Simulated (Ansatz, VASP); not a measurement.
# Yb: VASP beside Ansatz

Contents of INCAR:

```
ALGO = Fast
EDIFF = 1E-7
ENCUT = 520
GGA = PE
ISIF = 2
ISMEAR = 0
LASPH = T
LCHARG = F
LREAL = F
LWAVE = F
NBANDS = 18
NELM = 80
PREC = Accurate
SIGMA = 0.15
```

The input KPOINTS:

```
k-points
0
Gamma
  16 16 16
```

The input POSCAR:

```
Yb
1.0
    0.0000000000      2.4807397780      2.8950233209
    2.4807397780      0.0000000000      2.8950233209
    2.4807397780      2.4807397780      0.0000000000
Yb
1
Direct
    0.0000000000      0.0000000000      0.0000000000
```

Input for Ansatz:

```yaml
crystal:
  lattice:
    - [0.0, 2.480739778, 2.8950233209]
    - [2.480739778, 0.0, 2.8950233209]
    - [2.480739778, 2.480739778, 0.0]
  atoms:
    - { symbol: Yb, position: [0.0, 0.0, 0.0] }
basis:
  ecutwfc: 420
kpoints:
  mp_grid: { grid: [16, 16, 16] }
hamiltonian:
  xc: pbe
scf:
  occupations: { method: gaussian, width: 0.15 }
output:
  forces: true
  stress: true
  eigenvalues: true
```

Alike in both runs: task single point; functional PBE; k mesh 16 × 16 × 16; occupations gaussian, width 0.15 eV; no spin polarisation.

|  | VASP | Ansatz |
| --- | --- | --- |
| version | VASP 6.6.1 | Ansatz 0.2.0 |
| potentials or method | VASP PAW PBE potentials, release 64 (Yb), cutoff 520 eV | scalar-relativistic, plane waves, PAW |
| valence electrons in the cell | 24 | 24 |

Ansatz gave:

```
gap on the k mesh at the Fermi level (eV)                     : none
pressure (GPa)                                                : -0.1
traceless stress, the component that is largest in VASP (GPa) : -1.88
```

Question: What did VASP give for the same quantities?

Answer: gap on the k mesh at the Fermi level (eV): none; pressure (GPa): -0.4; traceless stress, the component that is largest in VASP (GPa): -1.90.

A gap of «none» marks a metal or a gap that the smearing closes.

Spin-orbit coupling is off throughout.
